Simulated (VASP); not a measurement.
# WO (Pm-3m) in VASP: notebook

Runs on WO. Level: PBE+U. Tasks: relaxation of cell and atoms.

Program: VASP 6.6.1. These are calculated values, not measurements. Logs are shortened: lines on timing, memory, paths and dates and some standing lists are left out, and cuts for length are marked.

**1. The cell of the first run**

The structure is cubic, space group Pm-3m (No. 221). The conventional cell has a = 2.928 Å, b = 2.928 Å, c = 2.928 Å, α = 90.00°, β = 90.00°, γ = 90.00°. W (site symmetry m-3m) has 8 O at 2.54 Å and 6 W at 2.93 Å within 3.3 Å. O (site symmetry m-3m) has 8 W at 2.54 Å and 6 O at 2.93 Å within 3.3 Å.

**2. Relaxation of cell and atoms, PBE+U, collinear spin**

The input, INCAR:

```
PREC = Accurate
ENCUT = 600
EDIFF = 1E-6
ISMEAR = 0
SIGMA = 0.1
LREAL = False
LASPH = True
NELM = 150
ALGO = Normal
ISIF = 3
LWAVE = False
LCHARG = False
ISPIN = 2
MAGMOM = 1 -1 0 0
LORBIT = 11
LMAXMIX = 4
LDAU = True
LDAUTYPE = 2
LDAUL = 2 -1
LDAUU = 6.2 0
LDAUJ = 0 0
LDAUPRINT = 1
GGA = PE
IBRION = 2
NSW = 80
EDIFFG = -0.01
```

The input, KPOINTS:

```
Automatic mesh
0
Gamma
  14 14 7
```

The input, POSCAR:

```
WO
1.0
    2.9278987875      0.0000000000      2.9278987875
    0.0000000000      2.9278987875      2.9278987875
    0.0000000000      0.0000000000      5.8557975750
W O
2 2
Direct
    1.0000000000      0.0000000000      0.0000000000
    1.0000000000      0.0000000000      0.5000000000
    0.5000000000      0.5000000000      0.7500000000
    0.5000000000      0.5000000000      0.2500000000
```

Potentials or basis: VASP PAW PBE potentials, release 64 (W_sv, O).

On the command line:

```bash
$ cat potpaw_PBE.64/W_sv/POTCAR potpaw_PBE.64/O/POTCAR > POTCAR
$ mpirun -np 1 vasp_std > vasp.out
```

OUTCAR:

```text
PREC = Accurate
   ENCUT = 600
   EDIFF = 1E-6
   ISMEAR = 0
   LREAL = False
   LASPH = True
   NELM = 150
   ISIF = 3
   ISPIN = 2
   LORBIT = 11
   GGA = PE
   IBRION = 2
   NSW = 80
   EDIFFG = -0.01

 ion  position               nearest neighbor table
   1  0.000  0.000  0.000-   3 2.54   4 2.54   3 2.54   4 2.54   3 2.54   4 2.54   3 2.54   4 2.54
                             2 2.93   2 2.93   2 2.93   2 2.93   2 2.93   2 2.93
   2  0.000  0.000  0.500-   4 2.54   3 2.54   3 2.54   4 2.54   3 2.54   4 2.54   4 2.54   3 2.54
                             1 2.93   1 2.93   1 2.93   1 2.93   1 2.93   1 2.93
   3  0.500  0.500  0.750-   2 2.54   1 2.54   1 2.54   2 2.54   1 2.54   2 2.54   2 2.54   1 2.54

   4  0.500  0.500  0.250-   1 2.54   2 2.54   1 2.54   2 2.54   1 2.54   2 2.54   1 2.54   2 2.54

  LATTYP: Found a face centered cubic cell.
 ALAT       =     5.8557975750

  Lattice vectors:

 A1 = (   2.9278987875,  -2.9278987875,   0.0000000000)
 A2 = (   2.9278987875,   0.0000000000,   2.9278987875)
 A3 = (   0.0000000000,  -2.9278987875,   2.9278987875)

Analysis of symmetry for initial positions (statically):
=====================================================================
 Subroutine PRICEL returns following result:

  LATTYP: Found a simple cubic cell.
 ALAT       =     2.9278987875
[... 12 lines left out ...]
 Subroutine GETGRP returns: Found 48 space group operations
 (whereof 48 operations were pure point group operations)
 out of a pool of 48 trial point group operations.

The static configuration has the point symmetry O_h .

Analysis of symmetry for dynamics (positions and initial velocities):
=====================================================================
 Subroutine PRICEL returns following result:

  LATTYP: Found a simple cubic cell.
 ALAT       =     2.9278987875
[... 12 lines left out ...]
 Subroutine GETGRP returns: Found 48 space group operations
 (whereof 48 operations were pure point group operations)
 out of a pool of 48 trial point group operations.

The dynamic configuration has the point symmetry O_h .

Analysis of structural, dynamic, and magnetic symmetry:
=====================================================================
 Subroutine PRICEL returns following result:

  LATTYP: Found a simple cubic cell.
 ALAT       =     2.9278987875
[... 12 lines left out ...]
 Subroutine GETGRP returns: Found 48 space group operations
 (whereof 48 operations were pure point group operations)
 out of a pool of 48 trial point group operations.

The overall configuration has the point symmetry O_h .

 Subroutine INISYM returns: Found 48 space group operations
 (whereof 48 operations are pure point group operations),
 and found     2 'primitive' translations

----------------------------------------------------------------------------------------

                                     Primitive cell

  volume of cell :      25.0997

  direct lattice vectors                    reciprocal lattice vectors
     0.000000000 -2.927898788  0.000000000     0.000000000 -0.341541861  0.000000000
     2.927898788  0.000000000  0.000000000     0.341541861  0.000000000  0.000000000
     0.000000000  0.000000000  2.927898788     0.000000000  0.000000000  0.341541861

  length of vectors
     2.927898788  2.927898788  2.927898788     0.341541861  0.341541861  0.341541861

  position of ions in fractional coordinates (direct lattice)
     0.000000000  0.000000000  0.000000000
     0.500000000  0.500000000  0.500000000

  ion indices of the primitive-cell ions
   primitive index   ion index
                 1           1
                 2           3

----------------------------------------------------------------------------------------

 KPOINTS: Automatic mesh

Automatic generation of k-mesh.
 Grid dimensions read from file:
[... 114 lines left out ...]

 Free energy of the ion-electron system (eV)
  ---------------------------------------------------
  ext. energy  EPLUGINS =         0.00000000
  ---------------------------------------------------
  free energy    TOTEN  =       -21.50364525 eV

  energy without entropy =      -21.48235421  energy(sigma->0) =      -21.49299973

 E-fermi :   9.9282     XC(G=0): -12.7206

 val. band max:        9.9177830842   @ k =   0.3571   0.1429   0.0000
 cond. band min:       9.9475849470   @ k =   0.2857   0.2857   0.0000
 fundamental gap:      0.0298018629
 Fermi energy:         9.9281593746

 spin component 1

 k-point     1 :       0.0000    0.0000    0.0000
  band No.  band energies     occupation
      1     -66.3279      1.00000
      2     -65.6419      1.00000
      3     -30.6070      1.00000
      4     -30.6070      1.00000
      5     -30.6070      1.00000
      6     -29.6157      1.00000
[... 1448 lines left out ...]
--------------------------------------- Ionic step        5  -------------------------------------------

 number of electron      40.0000000 magnetization      -0.0000000

atom =   1  type =  1  l = 2

 onsite density matrix

spin component  1

  0.1269 -0.0000 -0.0000 -0.0000 -0.0000
 -0.0000  0.1269 -0.0000 -0.0000 -0.0000
 -0.0000 -0.0000  0.6081  0.0000  0.0000
 -0.0000 -0.0000  0.0000  0.1269 -0.0000
 -0.0000 -0.0000  0.0000 -0.0000  0.6081

spin component  2

  0.1269 -0.0000 -0.0000 -0.0000 -0.0000
 -0.0000  0.1269 -0.0000 -0.0000 -0.0000
 -0.0000 -0.0000  0.6081  0.0000  0.0000
 -0.0000 -0.0000  0.0000  0.1269 -0.0000
 -0.0000 -0.0000  0.0000 -0.0000  0.6081

 occupancies and eigenvectors

  o =  0.1269  v =  0.0000  0.0000  0.0000  0.0000  0.0000  0.0000  0.9791 -0.0000 -0.2033  0.0000      0.0000  0.0000  0.0000  0.0000  0.0000  0.0000  0.0000  0.0000  0.0000  0.0000
  o =  0.1269  v =  0.0000  0.0000  0.0000  0.0000  0.0000  1.0000  0.0000  0.0000  0.0000  0.0000      0.0000  0.0000  0.0000  0.0000  0.0000  0.0000  0.0000  0.0000  0.0000  0.0000
  o =  0.1269  v =  0.0000  0.0000  0.0000  0.0000  0.0000  0.0000 -0.2033  0.0000 -0.9791  0.0000      0.0000  0.0000  0.0000  0.0000  0.0000  0.0000  0.0000  0.0000  0.0000  0.0000
  o =  0.1269  v =  0.0000  0.9996  0.0000  0.0278 -0.0000  0.0000  0.0000  0.0000  0.0000  0.0000      0.0000  0.0000  0.0000  0.0000  0.0000  0.0000  0.0000  0.0000  0.0000  0.0000
  o =  0.1269  v =  1.0000  0.0000  0.0000  0.0000  0.0000  0.0000  0.0000  0.0000  0.0000  0.0000      0.0000  0.0000  0.0000  0.0000  0.0000  0.0000  0.0000  0.0000  0.0000  0.0000
  o =  0.1269  v =  0.0000 -0.0278 -0.0000  0.9996  0.0000  0.0000  0.0000  0.0000  0.0000  0.0000      0.0000  0.0000  0.0000  0.0000  0.0000  0.0000  0.0000  0.0000  0.0000  0.0000
  o =  0.6081  v =  0.0000 -0.0000 -0.9998 -0.0000  0.0180  0.0000  0.0000  0.0000  0.0000  0.0000      0.0000  0.0000  0.0000  0.0000  0.0000  0.0000  0.0000  0.0000  0.0000  0.0000
  o =  0.6081  v =  0.0000 -0.0000  0.0180  0.0000  0.9998  0.0000  0.0000  0.0000  0.0000  0.0000      0.0000  0.0000  0.0000  0.0000  0.0000  0.0000  0.0000  0.0000  0.0000  0.0000
  o =  0.6081  v =  0.0000  0.0000  0.0000  0.0000  0.0000  0.0000  0.0000  1.0000  0.0000  0.0024      0.0000  0.0000  0.0000  0.0000  0.0000  0.0000  0.0000  0.0000  0.0000  0.0000
  o =  0.6081  v =  0.0000  0.0000  0.0000  0.0000  0.0000  0.0000 -0.0000 -0.0024  0.0000  1.0000      0.0000  0.0000  0.0000  0.0000  0.0000  0.0000  0.0000  0.0000  0.0000  0.0000

atom =   2  type =  1  l = 2

 onsite density matrix

spin component  1

  0.1269 -0.0000 -0.0000 -0.0000 -0.0000
 -0.0000  0.1269 -0.0000 -0.0000  0.0000
 -0.0000 -0.0000  0.6081 -0.0000  0.0000
 -0.0000 -0.0000 -0.0000  0.1269 -0.0000
 -0.0000  0.0000  0.0000 -0.0000  0.6081

spin component  2

  0.1269 -0.0000 -0.0000 -0.0000 -0.0000
 -0.0000  0.1269 -0.0000 -0.0000  0.0000
 -0.0000 -0.0000  0.6081 -0.0000  0.0000
 -0.0000 -0.0000 -0.0000  0.1269 -0.0000
 -0.0000  0.0000  0.0000 -0.0000  0.6081

 occupancies and eigenvectors

  o =  0.1269  v =  0.0000  0.0145 -0.0000  0.9999  0.0000  0.0000  0.0000  0.0000  0.0000  0.0000      0.0000  0.0000  0.0000  0.0000  0.0000  0.0000  0.0000  0.0000  0.0000  0.0000
  o =  0.1269  v =  1.0000  0.0000  0.0000  0.0000  0.0000  0.0000  0.0000  0.0000  0.0000  0.0000      0.0000  0.0000  0.0000  0.0000  0.0000  0.0000  0.0000  0.0000  0.0000  0.0000
  o =  0.1269  v =  0.0000 -0.9999  0.0000  0.0145  0.0000  0.0000  0.0000  0.0000  0.0000  0.0000      0.0000  0.0000  0.0000  0.0000  0.0000  0.0000  0.0000  0.0000  0.0000  0.0000
  o =  0.1269  v =  0.0000  0.0000  0.0000  0.0000  0.0000  0.0000 -0.0517 -0.0000  0.9987  0.0000      0.0000  0.0000  0.0000  0.0000  0.0000  0.0000  0.0000  0.0000  0.0000  0.0000
  o =  0.1269  v =  0.0000  0.0000  0.0000  0.0000  0.0000  1.0000  0.0000  0.0000  0.0000  0.0000      0.0000  0.0000  0.0000  0.0000  0.0000  0.0000  0.0000  0.0000  0.0000  0.0000
  o =  0.1269  v =  0.0000  0.0000  0.0000  0.0000  0.0000  0.0000 -0.9987 -0.0000 -0.0517  0.0000      0.0000  0.0000  0.0000  0.0000  0.0000  0.0000  0.0000  0.0000  0.0000  0.0000
  o =  0.6081  v =  0.0000  0.0000  0.0000  0.0000  0.0000  0.0000 -0.0000 -0.0726  0.0000 -0.9974      0.0000  0.0000  0.0000  0.0000  0.0000  0.0000  0.0000  0.0000  0.0000  0.0000
  o =  0.6081  v =  0.0000  0.0000  0.0000  0.0000  0.0000  0.0000 -0.0000  0.9974 -0.0000 -0.0726      0.0000  0.0000  0.0000  0.0000  0.0000  0.0000  0.0000  0.0000  0.0000  0.0000
  o =  0.6081  v =  0.0000  0.0000  0.9943 -0.0000  0.1071  0.0000  0.0000  0.0000  0.0000  0.0000      0.0000  0.0000  0.0000  0.0000  0.0000  0.0000  0.0000  0.0000  0.0000  0.0000
  o =  0.6081  v =  0.0000 -0.0000  0.1071  0.0000 -0.9943  0.0000  0.0000  0.0000  0.0000  0.0000      0.0000  0.0000  0.0000  0.0000  0.0000  0.0000  0.0000  0.0000  0.0000  0.0000

 number of electron      40.0000000 magnetization       0.0000000

 Free energy of the ion-electron system (eV)
  ---------------------------------------------------
  ext. energy  EPLUGINS =         0.00000000
  ---------------------------------------------------
  free energy    TOTEN  =       -21.87339145 eV

  energy without entropy =      -21.85262092  energy(sigma->0) =      -21.86300619

 E-fermi :  10.8619     XC(G=0): -12.9634

 val. band max:       10.8557705288   @ k =   0.4286   0.2143   0.1429
 cond. band min:      10.8653074165   @ k =   0.4286   0.0000   0.1429
 fundamental gap:      0.0095368878
 Fermi energy:        10.8618763341

 spin component 1

 k-point     1 :       0.0000    0.0000    0.0000
  band No.  band energies     occupation
      1     -65.4309      1.00000
      2     -65.3416      1.00000
      3     -29.7294      1.00000
      4     -29.7294      1.00000
      5     -29.7294      1.00000
      6     -29.3185      1.00000
[... 1322 lines left out ...]
  FREE ENERGIE OF THE ION-ELECTRON SYSTEM (eV)
  ---------------------------------------------------
  free  energy   TOTEN  =       -21.8733914546 eV

  energy  without entropy=      -21.8526209239  energy(sigma->0) =      -21.86300619

 reached required accuracy - stopping structural energy minimisation

 total charge

# of ion       s       p       d       tot
------------------------------------------
    1        2.350   6.176   3.152  11.678
    2        2.350   6.176   3.152  11.678
    3        1.596   3.330   0.000   4.926
    4        1.596   3.330   0.000   4.926
--------------------------------------------------
tot          7.892  19.011   6.305  33.208

 magnetization (x)

# of ion       s       p       d       tot
------------------------------------------
    1       -0.000  -0.000  -0.000  -0.000
    2        0.000   0.000   0.000   0.000
    3        0.000   0.000   0.000   0.000
    4        0.000   0.000   0.000   0.000
--------------------------------------------------
tot          0.000   0.000   0.000   0.000
```

Run time: 50 min. Hardware: 1 thread of Intel Xeon Platinum 8259CL at 2.50GHz (Skylake/Cascade Lake), shared host; peak memory 0.39 GiB.

What came out:

- Free energy: -21.8734 eV
- Relaxed volume: 11.99 Å³/atom
- Relaxed cell: a = 4.078 Å, b = 4.078 Å, c = 5.767 Å, α = 45.00°, β = 45.00°, γ = 60.00°
- Space group after relaxing (to 0.1 Å): Pm-3m (No. 221)
- Energy gained by relaxing: 92.4 meV/atom
- Ionic steps: 5
- Pressure after relaxing: 0.0 GPa
- Band gap on the k mesh: zero (filled and empty bands overlap)
- Net moment: 0.00 μB per cell
- Valence electrons inside the program's atomic spheres: W 11.68; O 4.93

Step by step:
| step | energy change (eV) | largest force (eV/Å) | pressure (GPa) | volume (Å³) |
| --- | --- | --- | --- | --- |
| 1 | 0.0000 | 0.0000 | -7.66 | 50.20 |
| 2 | -0.3146 | 0.0000 | 9.31 | 45.96 |
| 3 | -0.3369 | 0.0000 | 7.09 | 46.40 |
| 4 | -0.3693 | 0.0000 | -0.73 | 48.13 |
| 5 | -0.3697 | 0.0000 | -0.01 | 47.96 |

Final structure:
```
W O
1.0
     2.88367    0.00000    2.88367
     0.00000    2.88367    2.88367
     0.00000    0.00000    5.76733
W O
2 2
Cartesian
  0.0000 0.0000 0.0000
  0.0000 0.0000 2.8837
  1.4418 1.4418 7.2092
  1.4418 1.4418 4.3255
```

Levels at points of the mesh, in eV from the Fermi level:
Spin up:
| k point | band 16 | band 17 | band 18 | band 19 | band 20 | band 21 | band 22 | band 23 | band 24 |
| --- | --- | --- | --- | --- | --- | --- | --- | --- | --- |
| (0.00, 0.00, 0.00) | -4.92 | -4.92 | -4.92 | -3.38 | 2.51 | 2.51 | 2.88 | 2.88 | 2.89 |
| (0.50, 0.00, 0.00) | -5.05 | -5.04 | -4.43 | -1.06 | -0.08 | 0.81 | 0.81 | 2.34 | 2.93 |
Spin down:
| k point | band 16 | band 17 | band 18 | band 19 | band 20 | band 21 | band 22 | band 23 | band 24 |
| --- | --- | --- | --- | --- | --- | --- | --- | --- | --- |
| (0.00, 0.00, 0.00) | -4.92 | -4.92 | -4.92 | -3.38 | 2.51 | 2.51 | 2.88 | 2.88 | 2.89 |
| (0.50, 0.00, 0.00) | -5.05 | -5.04 | -4.43 | -1.06 | -0.08 | 0.81 | 0.81 | 2.34 | 2.93 |

Eigenvalues of the final occupation matrices:
```
    site  spin  trace               eigenvalues
site 1 d     1   1.60  0.13 0.13 0.13 0.61 0.61
site 1 d     2   1.60  0.13 0.13 0.13 0.61 0.61
site 2 d     1   1.60  0.13 0.13 0.13 0.61 0.61
site 2 d     2   1.60  0.13 0.13 0.13 0.61 0.61
```

Caveat: spin-orbit coupling is left out, which moves the levels of the heavy elements.

**3. Relaxation of cell and atoms, PBE+U, collinear spin**

This run uses another cell than the first one: it holds 2 atoms, not 4.

The input, INCAR:

```
PREC     = Accurate       # precision mode
ENCUT    = 600            # plane-wave cutoff, eV
EDIFF    = 1E-7           # SCF threshold, eV
ISMEAR   = 0              # smearing method
SIGMA    = 0.1            # smearing width, eV
LREAL    = F              # projectors in reciprocal space
LASPH    = T              # aspherical terms in the spheres
NELM     = 150            # most SCF steps
ALGO     = Normal         # electronic algorithm
ISIF     = 3              # what is computed and relaxed
LWAVE    = F              # write WAVECAR
LCHARG   = F              # write CHGCAR
ISPIN    = 2              # spin polarisation
MAGMOM   = 2.5 0          # initial moments
LORBIT   = 11             # projections on sites
LMAXMIX  = 4              # l up to which the mixer works
LDAU     = T              # DFT+U
LDAUTYPE = 2            
LDAUL    = 2 -1           # shell
LDAUU    = 6.2 0          # U, eV
LDAUJ    = 0 0          
LDAUPRINT= 1            
GGA      = PE             # functional
IBRION   = 2              # ionic algorithm
NSW      = 80             # ionic steps
EDIFFG   = -0.01          # ionic threshold
```

The input, KPOINTS:

```
regular mesh
0
Gamma
  14 14 14
```

The input, POSCAR:

```
WO
1.0
    2.9278987930      0.0000000000      0.0000000000
    0.0000000000      2.9278987930      0.0000000000
    0.0000000000      0.0000000000      2.9278987930
W O
1 1
Direct
    0.0000000000      0.0000000000      0.0000000000
    0.5000000000      0.5000000000      0.5000000000
```

Potentials or basis: VASP PAW PBE potentials, release 64 (W_sv, O).

On the command line:

```bash
$ cat potpaw_PBE.64/W_sv/POTCAR potpaw_PBE.64/O/POTCAR > POTCAR
$ mpirun -np 1 vasp_std > vasp.out
```

Wall time 90 s (1 thread of Intel Xeon 6975P-C (Granite Rapids), shared host); peak memory 0.23 GiB.

It converged, with:

| Property | Result |
| --- | --- |
| Free energy | -10.9789 eV |
| Relaxed volume | 11.94 Å³/atom |
| Relaxed cell | a = 2.880 Å, b = 2.880 Å, c = 2.880 Å, α = 90.00°, β = 90.00°, γ = 90.00° |
| Space group after relaxing (to 0.1 Å) | Pm-3m (No. 221) |
| Energy gained by relaxing | 18.8 meV/atom |
| Ionic steps | 3 |
| Pressure after relaxing | -0.1 GPa |
| Net moment | 1.21 μB per cell |
| Site moments | W +0.98; O +0.02 μB |
| Valence electrons inside the program's atomic spheres | W 11.70; O 4.91 |

Step by step:
```tsv
step	energy change (eV)	largest force (eV/Å)	pressure (GPa)	volume (Å³)
1	0.0000	0.0000	-9.52	25.10
2	0.0188	0.0000	13.73	22.49
3	-0.0377	0.0000	-0.08	23.89
```

Final structure:
```yaml
crystal:
  lattice:
    - [2.87994, 0.00000, 0.00000]
    - [0.00000, 2.87994, 0.00000]
    - [0.00000, 0.00000, 2.87994]
  atoms:
    - { symbol: W, position: [0.00000, 0.00000, 0.00000] }
    - { symbol: O, position: [0.50000, 0.50000, 0.50000] }
```

Levels at points of the mesh, in eV from the Fermi level:
Spin up:
```
           k point  band 8  band 9  band 10  band 11  band 12  band 13  band 14  band 15
(0.00, 0.00, 0.00)   -4.91   -4.91    -4.91    -3.52     2.17     2.17     2.17    15.69
(0.50, 0.00, 0.00)   -5.70   -5.37    -0.27     2.19     2.19     2.53     3.52     5.94
(0.50, 0.50, 0.00)   -5.33   -4.43    -1.81    -0.08    -0.08     2.03     6.57     8.03
(0.50, 0.50, 0.50)   -8.70    2.21     2.21     2.30     2.30     2.30     5.51     5.51
```
Spin down:
```csv
k point,band 6,band 7,band 8,band 9,band 10,band 11,band 12,band 13
"(0.00, 0.00, 0.00)",-4.83,-4.83,-4.83,-4.64,-4.64,-2.90,4.18,4.18
"(0.50, 0.00, 0.00)",-9.81,-5.32,-5.32,-3.81,0.76,3.78,3.78,4.05
"(0.50, 0.50, 0.00)",-7.06,-7.06,-4.36,-4.02,-0.22,1.78,1.78,3.78
"(0.50, 0.50, 0.50)",-8.12,-8.12,-8.12,3.56,3.56,3.56,3.96,3.96
```

Eigenvalues of the final occupation matrices:
```csv
site,spin,trace,eigenvalues
site 1 d,1,2.07,0.26 0.26 0.26 0.64 0.64
site 1 d,2,1.16,0.07 0.07 0.07 0.48 0.48
```

Caveat: spin-orbit coupling is left out, which moves the levels of the heavy elements.
